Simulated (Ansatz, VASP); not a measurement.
Ir in VASP and in Ansatz

```
CELL_PARAMETERS angstrom
4.23797 0.00000 0.00000
-2.11899 3.67019 0.00000
0.00000 0.00000 2.63715
ATOMIC_POSITIONS crystal
Ir 0.66667 0.33333 0.50000
Ir 0.33333 0.66667 0.50000
Ir 0.00000 0.00000 0.00000
```

Alike in both runs: task relaxation of cell and atoms; functional PBEsol; k mesh 6 × 6 × 8; occupations gaussian, width 0.1 eV; no spin polarisation.

|  | VASP | Ansatz |
| --- | --- | --- |
| version | VASP 6.6.1 | Ansatz 0.2.0 |
| potentials or method | VASP PAW PBE potentials, release 64 (Ir_sv_GW), cutoff 500 eV | scalar-relativistic, plane waves, PAW |
| valence electrons in the cell | 51 | 51 |

|  | VASP | Ansatz | Ansatz less VASP |
| --- | --- | --- | --- |
| gap on the k mesh at the Fermi level, each at its own relaxed structure (eV) | none | none | - |
| relaxed volume (Å³/atom) | 14.33 | 14.49 | +0.151 |
| relaxed cell length with the largest relative difference (Å) | 2.660 | 2.671 | +0.0105 |

VASP's potentials were made for PBE, not for PBEsol. A gap of «none» marks a metal or a gap that the smearing closes.

Spin-orbit coupling is off throughout.
